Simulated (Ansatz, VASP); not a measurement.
**NaH in VASP and in Ansatz**

```
CELL_PARAMETERS angstrom
0.00000 2.36666 2.36666
2.36666 0.00000 2.36666
2.36666 2.36666 0.00000
ATOMIC_POSITIONS crystal
Na 0.00000 0.00000 0.00000
H 0.50000 0.50000 0.50000
```

Change from the starting cell: volume scaled by 0.9405, PAW files.

Alike in both runs: task electric field gradients; functional PBE; k mesh 12 × 12 × 12; occupations fermi-dirac, width 0.08 eV; no spin polarisation.

|  | VASP | Ansatz |
| --- | --- | --- |
| version | VASP 6.6.1 | Ansatz 0.2.0 |
| potentials or method | VASP PAW PBE potentials, release 64 (Na_pv, H) | PAW with Ansatz's default frozen-core files, scalar-relativistic |
| plane-wave cutoff (eV) | 520 | 420 |
| valence electrons in the cell | 8 | 10 |

|  | VASP | Ansatz | Ansatz less VASP |
| --- | --- | --- | --- |
| gap on the k mesh at the Fermi level (eV) | 3.87 | 3.87 | +0.003 |
| pressure (GPa) | 1.6 | 1.6 | +0.03 |

VASP's potentials hold 8 valence electrons a cell and Ansatz's 10, so a difference there can come from the potentials and not from the codes.
